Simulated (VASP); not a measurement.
Write the native input for VASP 6.6.1 that does the following.

| Quantity | Value |
| --- | --- |
| Task | single point |
| Functional | PBE |
| Potentials or basis | VASP PAW PBE potentials, release 64 (Sr_sv, O) |
| Cutoff | 520 eV |
| k mesh | 7 × 7 × 5 |
| Occupations | fermi-dirac, width 0.05 eV |
| Spin | no spin polarisation |
| Dipole correction | no |
| Further INCAR settings | ALGO = Normal; EDIFF = 1e-06; NBANDS = 24 |

The structure of SrO lies in POSCAR:

```
SrO
1.0
    4.3037814369      0.0000000000      0.0000000000
   -2.1518907185      3.7271840567      0.0000000000
    0.0000000000      0.0000000000      5.1897389982
Sr O
2 2
Direct
    0.6666666667      0.3333333333      0.4381277000
    0.3333333333      0.6666666667      0.9381277000
    0.6666666667      0.3333333333      0.9368723000
    0.3333333333      0.6666666667      0.4368723000
```

One way to write it, as run:

INCAR

```
SYSTEM = SrO
ALGO = Normal
EDIFF = 1E-6
ENCUT = 520
GGA = PE
ISIF = 2
ISMEAR = -1
LASPH = .TRUE.
LCHARG = .FALSE.
LREAL = .FALSE.
LWAVE = .FALSE.
NBANDS = 24
NELM = 100
PREC = Accurate
SIGMA = 0.05
```

KPOINTS

```
k-points
0
G
  7 7 5
  0 0 0
```

Potentials or basis: VASP PAW PBE potentials, release 64 (Sr_sv, O).

Run with:

```bash
$ cat potpaw_PBE.64/Sr_sv/POTCAR potpaw_PBE.64/O/POTCAR > POTCAR
$ mpirun -np 1 vasp_std > vasp.out
```

It gave:

* Pressure: -0.1 GPa
* Largest force: 0.012 eV/Å
* Band gap on the k mesh: 2.57 eV, direct

Run time: 58 s on 1 thread of Intel Xeon 8259CL, on a shared host, peak memory 0.21 GiB.
